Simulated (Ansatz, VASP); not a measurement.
## One calculation of Al4O, two programs

```xyz
5
Lattice="5.6593 0.0000 0.0000 -2.8297 4.9011 0.0000 0.0000 0.0000 3.4122" Properties=species:S:1:pos:R:3 pbc="T T T"
Al    2.8297    0.0000    1.7061
Al   -1.4148    2.4506    1.7061
Al    1.4148    2.4506    1.7061
Al    0.0000    0.0000    1.7061
O     0.0000    0.0000    0.0000
```

Alike in both runs: functional PBE; k mesh 12 × 12 × 12; occupations gaussian, width 0.1 eV; no spin polarisation.

Ansatz relaxed the structure, and its values are those at the end. VASP's run is a single point on that final structure, the one shown.

```csv
,VASP,Ansatz
version,VASP 6.6.1,Ansatz 0.2.0
potentials or method,"VASP PAW PBE potentials, release 64 (Al, O), cutoff 520 eV","scalar-relativistic, plane waves, PAW"
valence electrons in the cell,18,18
```

|  | VASP | Ansatz | Ansatz less VASP |
| --- | --- | --- | --- |
| gap on the k mesh at the Fermi level (eV) | none | none | - |
| pressure (GPa) | 0.0 | 0.0 | -0.02 |

A gap of «none» marks a metal or a gap that the smearing closes. The functional is the same, so the differences come from potentials, cutoffs and numerics.
